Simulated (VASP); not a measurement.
# Si3C3N8 (P-6) in VASP: single point with r2SCAN

Aim: the single point of Si3C3N8 with r2SCAN.

Everything below comes from runs of VASP 6.6.1. Logs are shortened: lines on timing, memory, paths and dates and some standing lists are left out, and cuts for length are marked.

## (1) The cell of the first run

It takes space group P-6 (No. 174, hexagonal). The conventional cell has a = 7.042 Å, b = 7.042 Å, c = 2.668 Å, α = 90.00°, β = 90.00°, γ = 120.00°. C (site symmetry m) has 4 N at 1.43 to 1.58 Å within 1.9 Å. Within 2.2 Å of Si (site symmetry m) lie 4 N at 1.68 to 1.74 Å. Within 2.0 Å of N (site symmetry -6) lie 3 C at 1.48 Å. Within 2.3 Å of N (site symmetry -6) lie 3 Si at 1.70 Å. N (site symmetry m) has 1 C at 1.43 Å and 2 Si at 1.68 Å within 1.9 Å. N (site symmetry m) has 2 C at 1.58 Å and 1 Si at 1.74 Å within 2.1 Å.

## (2) Single point, r2SCAN

Input file POSCAR:

```
Si3C3N8
1.0
    7.0423915226     -0.0000000028      0.0000000000
   -3.5211957589      6.0988899633      0.0000000000
    0.0000000000      0.0000000000      2.6682892076
C Si N
3 3 8
Direct
    0.2366944638      0.8109222511      0.5000000000
    0.1890777489      0.4257722126      0.5000000000
    0.5742277874      0.7633055362      0.5000000000
    0.3905853112      0.2255703943      0.0000000000
    0.8349850832      0.6094146888      0.0000000000
    0.7744296057      0.1650149168      0.0000000000
    0.3333333333      0.6666666667      0.5000000000
    0.6666666667      0.3333333333      0.0000000000
    1.0023415523      0.6983309487      0.5000000000
    0.3103589817      0.9484037635      0.0000000000
    0.6380447818      0.6896410183      0.0000000000
    0.3016690513      0.3040106036      0.5000000000
    0.0515962365      0.3619552182      0.0000000000
    0.6959893964     -0.0023415523      0.5000000000
```

Input file INCAR.step1:

```
SYSTEM = Si3C3N8
ALGO = Normal
EDIFF = 1E-4
ENCUT = 520
GGA = PE
ISMEAR = 0
LASPH = .True.
LCHARG = .False.
LREAL = .False.
LWAVE = .True.
NBANDS = 45
NELM = 100
PREC = Accurate
SIGMA = 0.01
```

Input file INCAR.step2:

```
SYSTEM = Si3C3N8
ALGO = Normal
EDIFF = 1E-7
ENCUT = 520
ISIF = 2
ISMEAR = 0
ISTART = 1
LASPH = .True.
LCHARG = .True.
LELF = .True.
LMIXTAU = .True.
LREAL = .False.
LVHAR = .True.
LWAVE = .False.
METAGGA = R2SCAN
NBANDS = 45
NELM = 100
PREC = Accurate
SIGMA = 0.01
```

Input file KPOINTS:

```
k-points
0
Gamma
  6 6 10
  0 0 0
```

Potentials or basis: VASP PAW PBE potentials, release 64 (C, Si, N).

Run with:

```
$ cat potpaw_PBE.64/C/POTCAR potpaw_PBE.64/Si/POTCAR potpaw_PBE.64/N/POTCAR > POTCAR
$ cp INCAR.step1 INCAR
$ mpirun -np 1 vasp_std > vasp.out
$ cp INCAR.step2 INCAR
$ mpirun -np 1 vasp_std > vasp.out
```

OUTCAR:

```text
SYSTEM = Si3C3N8
   EDIFF = 1E-7
   ENCUT = 520
   ISIF = 2
   ISMEAR = 0
   ISTART = 1
   LASPH = .True.
   LREAL = .False.
   METAGGA = R2SCAN
   NELM = 100
   PREC = Accurate

 ion  position               nearest neighbor table
   1  0.237  0.811  0.500-   9 1.43   7 1.48  10 1.58  10 1.58
   2  0.189  0.426  0.500-  12 1.43   7 1.48  13 1.58  13 1.58
   3  0.574  0.763  0.500-  14 1.43   7 1.48  11 1.58  11 1.58
   4  0.391  0.226  0.000-  12 1.68  12 1.68   8 1.70  10 1.74   5 2.94   6 2.94
   5  0.835  0.609  0.000-   9 1.68   9 1.68   8 1.70  11 1.74   4 2.94   6 2.94
   6  0.774  0.165  0.000-  14 1.68  14 1.68   8 1.70  13 1.74   5 2.94   4 2.94
   7  0.333  0.667  0.500-   1 1.48   2 1.48   3 1.48
   8  0.667  0.333  0.000-   5 1.70   4 1.70   6 1.70
   9  0.002  0.698  0.500-   1 1.43   5 1.68   5 1.68
  10  0.310  0.948  0.000-   1 1.58   1 1.58   4 1.74
  11  0.638  0.690  0.000-   3 1.58   3 1.58   5 1.74
  12  0.302  0.304  0.500-   2 1.43   4 1.68   4 1.68
  13  0.052  0.362  0.000-   2 1.58   2 1.58   6 1.74
  14  0.696  0.998  0.500-   3 1.43   6 1.68   6 1.68

  LATTYP: Found a hexagonal cell.
 ALAT       =     7.0423915226
 C/A-ratio  =     0.3788896427

  Lattice vectors:

 A1 = (   7.0423915226,  -0.0000000028,   0.0000000000)
 A2 = (  -3.5211957589,   6.0988899633,   0.0000000000)
 A3 = (   0.0000000000,   0.0000000000,   2.6682892076)

Analysis of symmetry for initial positions (statically):
=====================================================================
 Subroutine PRICEL returns:
 Original cell was already a primitive cell.

 Routine SETGRP: Setting up the symmetry group for a
 hexagonal supercell.

 Subroutine GETGRP returns: Found  6 space group operations
 (whereof  6 operations were pure point group operations)
 out of a pool of 24 trial point group operations.

The static configuration has the point symmetry C_3h.

Analysis of symmetry for dynamics (positions and initial velocities):
=====================================================================
 Subroutine PRICEL returns:
 Original cell was already a primitive cell.

 Routine SETGRP: Setting up the symmetry group for a
 hexagonal supercell.

 Subroutine GETGRP returns: Found  6 space group operations
 (whereof  6 operations were pure point group operations)
 out of a pool of 24 trial point group operations.

The dynamic configuration has the point symmetry C_3h.

 Subroutine INISYM returns: Found  6 space group operations
 (whereof  6 operations are pure point group operations),
 and found     1 'primitive' translations

----------------------------------------------------------------------------------------

                                     Primitive cell

  volume of cell :     114.6051

  direct lattice vectors                    reciprocal lattice vectors
     7.042391523 -0.000000003  0.000000000     0.141997217  0.081982132  0.000000000
    -3.521195759  6.098889963  0.000000000     0.000000000  0.163964263  0.000000000
     0.000000000  0.000000000  2.668289208     0.000000000  0.000000000  0.374771969

  length of vectors
     7.042391523  7.042391523  2.668289208     0.163964263  0.163964263  0.374771969

  position of ions in fractional coordinates (direct lattice)
     0.236694464  0.810922251  0.500000000
     0.189077749  0.425772213  0.500000000
     0.574227787  0.763305536  0.500000000
     0.390585311  0.225570394  0.000000000
     0.834985083  0.609414689  0.000000000
     0.774429606  0.165014917  0.000000000
     0.333333333  0.666666667  0.500000000
     0.666666667  0.333333333  0.000000000
     0.002341552  0.698330949  0.500000000
     0.310358982  0.948403763  0.000000000
     0.638044782  0.689641018  0.000000000
     0.301669051  0.304010604  0.500000000
     0.051596237  0.361955218  0.000000000
     0.695989396  0.997658448  0.500000000

  ion indices of the primitive-cell ions
   primitive index   ion index
                 1           1
                 2           2
                 3           3
                 4           4
                 5           5
                 6           6
                 7           7
                 8           8
                 9           9
                10          10
                11          11
                12          12
                13          13
                14          14

----------------------------------------------------------------------------------------

 KPOINTS: k-points

Automatic generation of k-mesh.
 Grid dimensions read from file:
 generate k-points for:    6    6   10

 Generating k-lattice:

  Cartesian coordinates                     Fractional coordinates (reciprocal lattice)
     0.023666203  0.013663689  0.000000000     0.166666667 -0.000000000  0.000000000
     0.000000000  0.027327377  0.000000000     0.000000000  0.166666667  0.000000000
     0.000000000  0.000000000  0.037477197     0.000000000  0.000000000  0.100000000

  Length of vectors
     0.027327377  0.027327377  0.037477197

  Shift w.r.t. Gamma in fractional coordinates (k-lattice)
     0.000000000  0.000000000  0.000000000

 Subroutine IBZKPT returns following result:
 ===========================================

 Found     48 irreducible k-points:

 Following reciprocal coordinates:
            Coordinates               Weight
  0.000000  0.000000  0.000000      1.000000
  0.166667  0.000000  0.000000      6.000000
  0.333333  0.000000  0.000000      6.000000
  0.500000  0.000000  0.000000      3.000000
  0.166667  0.166667  0.000000      6.000000
  0.333333  0.166667  0.000000      6.000000
[... 16 lines left out ...]
 -0.333333  0.500000 -0.200000     12.000000
  0.333333  0.333333  0.200000      4.000000
 [... further k-points ...]
   k-points           NKPTS =     48   k-points in BZ     NKDIM =     48   number of bands    NBANDS=     45
   number of dos      NEDOS =    301   number of ions     NIONS =     14
   total plane-waves  NPLWV =  58320
   dimension x,y,z NGX =    54 NGY =   54 NGZ =   20
   dimension x,y,z NGXF=   108 NGYF=  108 NGZF=   40
   ions per type =               3   3   8
   NGX,Y,Z   is equivalent  to a cutoff of  12.75, 12.75, 12.46 a.u.
   NGXF,Y,Z  is equivalent  to a cutoff of  25.49, 25.49, 24.92 a.u.
 SYSTEM =  Si3C3N8
   PREC   = accura    normal or accurate (medium, high low for compatibility)
   ISTART =      1    job   : 0-new  1-cont  2-samecut
   ICHARG =      0    charge: 1-file 2-atom 10-const
   ISPIN  =      1    spin polarized calculation?
   LNONCOLLINEAR =      F non collinear calculations
   LSORBIT =      F    spin-orbit coupling
   LASPH  =      T    aspherical Exc in radial PAW
   ENCUT  =  520.0 eV  38.22 Ry    6.18 a.u.  13.09 13.09  4.96*2*pi/ulx,y,z
   NELM   =    100;   NELMIN=  2; NELMDL=  0     # of ELM steps
   EDIFF  = 0.1E-06   stopping-criterion for ELM
   LREAL  =      F    real-space projection
   EDIFFG = 0.1E-05   stopping-criterion for IOM
   NSW    =      0    number of steps for IOM
   IBRION =     -1    ionic relax: 0-MD 1-quasi-New 2-CG
   NFREE  =      0    steps in history (QN), initial steepest desc. (CG)
   ISIF   =      2    stress and relaxation
   ISYM   =      2    0-nonsym 1-usesym 2-fastsym
   POTIM  = 0.5000    time-step for ionic-motion
   TEBEG  =    0.0;   TEEND  =   0.0 temperature during run
   PSTRESS=    0.0 pullay stress
   NELECT =      64.0000    total number of electrons
   NUPDOWN=      -1.0000    fix difference up-down
   EMIN   =  10.00;   EMAX   =-10.00  energy-range for DOS
   EFERMI =   0.00;   METHOD = LEGACY
   ISMEAR =     0;   SIGMA  =   0.01  broadening in eV -4-tet -1-fermi 0-gaus
   EFERMI_NEDOS =   21; number of points for ismear=-14 and -15
   IALGO  =     38    algorithm
   IMIX   =      4    mixing-type and parameters
     AMIX     =   0.40;   BMIX     =  1.00
     AMIX_MAG =   1.60;   BMIX_MAG =  1.00
  volume/ion in A,a.u.               =       8.19        55.24
  Fermi-wavevector in a.u.,A,eV,Ry     =   1.348135  2.547607 24.728170  1.817469
  Thomas-Fermi vector in A             =   2.475829
   LORBIT       =      0    0 simple, 1 ext, 2 COOP (PROOUT), +10 PAW based schemes
   METAGGA = R2SCAN    functional components
   LHFCALC =     F    Hartree Fock is set to
   AEXX    =    0.0000 exact exchange contribution
   IVDW    =     0    specifies the selected vdW correction
   LEPSILON=     F    determine dielectric tensor
   LRPA    =     F    only Hartree local field effects (RPA)
 non-spin polarized calculation
 Gauss-broadening in eV      SIGMA  =   0.01
  energy-cutoff  :      520.00
  volume of cell :      114.61
 maximum number of plane-waves:      3120
 NGX is ok and might be reduce to    54
   NGX = 27   NGY = 27   NGZ =  9

 number of electron      63.9999993 magnetization

 Free energy of the ion-electron system (eV)
  ---------------------------------------------------
  ext. energy  EPLUGINS =         0.00000000
  ---------------------------------------------------
  free energy    TOTEN  =      -131.59994166 eV

  energy without entropy =     -131.59994166  energy(sigma->0) =     -131.59994166

 E-fermi :   7.7472     XC(G=0): -12.3353

 val. band max:        7.6479168260   @ k =   0.0000   0.0000   0.1000
 cond. band min:      10.3320632876   @ k =   0.0000   0.0000   0.0000
 fundamental gap:      2.6841464616
 Fermi energy:         7.7471783665

 k-point     1 :       0.0000    0.0000    0.0000
  band No.  band energies     occupation
      1     -15.2018      2.00000
      2     -13.2452      2.00000
      3     -13.2452      2.00000
      4     -11.5624      2.00000
      5     -10.7898      2.00000
      6     -10.7898      2.00000
[... 36 lines left out ...]
     43      16.0471      0.00000
     44      16.1494      0.00000
[... 1040 lines left out ...]
      4     -10.8881      2.00000
      5     -10.4881      2.00000
      6      -9.3544      2.00000
[... 36 lines left out ...]
     43      16.9315      0.00000
     44      17.0301      0.00000

 [... further k-points ...]

 [bands above 44 left out]

------------------------ aborting loop because EDIFF is reached ----------------------------------------

  FORCE on cell =-STRESS in cart. coord.  units (eV):
  Direction    XX          YY          ZZ          XY          YZ          ZX
  --------------------------------------------------------------------------------------
  -------------------------------------------------------------------------------------
  Total        0.2366160      0.2366160      0.2007106     -0.0000015     -0.0000000      0.0000000
  in kB        3.3078882      3.3078882      2.8059319     -0.0000207     -0.0000000      0.0000000
  external PRESSURE =       3.1405694 kB  Pullay stress =       0.0000000 kB

 VOLUME and BASIS-vectors are now :
 -----------------------------------------------------------------------------
  energy-cutoff  :      520.00
  volume of cell :      114.61
      direct lattice vectors                 reciprocal lattice vectors
     7.042391523 -0.000000003  0.000000000     0.141997217  0.081982132  0.000000000
    -3.521195759  6.098889963  0.000000000     0.000000000  0.163964263  0.000000000
     0.000000000  0.000000000  2.668289208     0.000000000  0.000000000  0.374771969

 POSITION                                       TOTAL-FORCE (eV/Angst)
 -----------------------------------------------------------------------------------
     -1.18852      4.94573      1.33414         0.018137      0.039466      0.000000
     -0.16767      2.59674      1.33414        -0.043247     -0.004025      0.000000
      1.35619      4.65532      1.33414         0.025110     -0.035440     -0.000000
      1.95638      1.37573      0.00000        -0.003691     -0.004052     -0.000000
      3.73442      3.71675      0.00000        -0.001664      0.005222      0.000000
      4.87279      1.00641      0.00000         0.005355     -0.001170      0.000000
      0.00000      4.06593      1.33414         0.000000      0.000000      0.000000
      3.52120      2.03296      0.00000         0.000000      0.000000      0.000000
     -2.44247      4.25904      1.33414        -0.090558     -0.042729     -0.000000
     -1.15385      5.78421      0.00000        -0.002576      0.053665      0.000000
      2.06500      4.20604      0.00000         0.047763     -0.024602      0.000000
      1.05399      1.85413      1.33414         0.082283     -0.057061      0.000000
     -0.91115      2.20753      0.00000        -0.045187     -0.029063     -0.000000
      1.38848      6.08461      1.33414         0.008274      0.099790      0.000000
 -----------------------------------------------------------------------------------
    total drift:                                0.000006      0.000013      0.000000

  FREE ENERGIE OF THE ION-ELECTRON SYSTEM (eV)
  ---------------------------------------------------
  free  energy   TOTEN  =      -131.5999416588 eV

  energy  without entropy=     -131.5999416588  energy(sigma->0) =     -131.59994166
```

Wall time 18 min (1 thread of Oxide Virtual Turin-like, shared host); peak memory 0.32 GiB.

What came out:

* Free energy: -131.5999 eV
* Pressure: 0.3 GPa
* Largest force: 0.100 eV/Å
* Band gap on the k mesh: 2.68 eV, indirect (least direct gap 2.85 eV)

Forces on the atoms (eV/Å):
```
C    0.018  0.039  0.000
C   -0.043 -0.004  0.000
C    0.025 -0.035  0.000
Si  -0.004 -0.004  0.000
Si  -0.002  0.005  0.000
Si   0.005 -0.001  0.000
N    0.000  0.000  0.000
N    0.000  0.000  0.000
N   -0.091 -0.043  0.000
N   -0.003  0.054  0.000
N    0.048 -0.025  0.000
N    0.082 -0.057  0.000
N   -0.045 -0.029  0.000
N    0.008  0.100  0.000
```

Levels at points of the mesh, in eV from the valence-band top:
```csv
k point,band 28,band 29,band 30,band 31,band 32,band 33,band 34,band 35,band 36,band 37
"(0.00, 0.00, 0.00)",-1.27,-1.27,-0.58,-0.36,-0.17,2.68,3.05,3.05,5.29,5.89
"(0.50, 0.00, 0.00)",-1.79,-1.52,-0.68,-0.43,-0.26,3.07,3.13,3.22,5.45,5.84
"(0.00, 0.00, 0.50)",-2.24,-2.24,-1.81,-1.81,-1.44,3.36,3.36,5.83,5.83,5.96
"(0.50, 0.00, 0.50)",-2.22,-2.05,-1.77,-1.56,-1.07,3.07,3.97,4.98,5.97,6.45
```

Caveat: the PAW data sets were made with another functional, which shifts forces and pressure a little.
